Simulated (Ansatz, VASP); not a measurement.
**HfSi in VASP and in Ansatz**

```
CELL_PARAMETERS angstrom
3.86385 0.00000 0.00000
0.00000 7.54520 0.00000
0.00000 0.00000 4.81528
ATOMIC_POSITIONS crystal
Hf 0.00000 0.50000 0.05075
Hf 0.50000 0.50000 0.55075
Hf 0.50000 0.00000 0.55075
Hf 0.00000 0.00000 0.05075
Si 0.00000 0.75000 0.55075
Si 0.00000 0.25000 0.55075
Si 0.50000 0.25000 0.05075
Si 0.50000 0.75000 0.05075
```

Alike in both runs: functional r2SCAN; k mesh 10 × 6 × 8; occupations gaussian, width 0.1 eV; no spin polarisation.

Ansatz relaxed the structure, and its values are those at the end. VASP's run is a single point on that final structure, the one shown.

```csv
,VASP,Ansatz
version,VASP 6.6.1,Ansatz 0.2.0
potentials or method,"VASP PAW PBE potentials, release 64 (Hf_pv, Si), cutoff 520 eV","scalar-relativistic, plane waves, PAW"
valence electrons in the cell,56,120
```

Ansatz gave:

- gap on the k mesh at the Fermi level (eV): none
- pressure (GPa): 0.0

Task: Which values does VASP return?

Result: gap on the k mesh at the Fermi level (eV): none; pressure (GPa): -0.3.

VASP's potentials were made for PBE, not for r2SCAN. A gap of «none» marks a metal or a gap that the smearing closes. VASP's potentials hold 56 valence electrons a cell and Ansatz's 120, so a difference there can come from the potentials and not from the codes.

Neither program's run includes spin-orbit coupling.
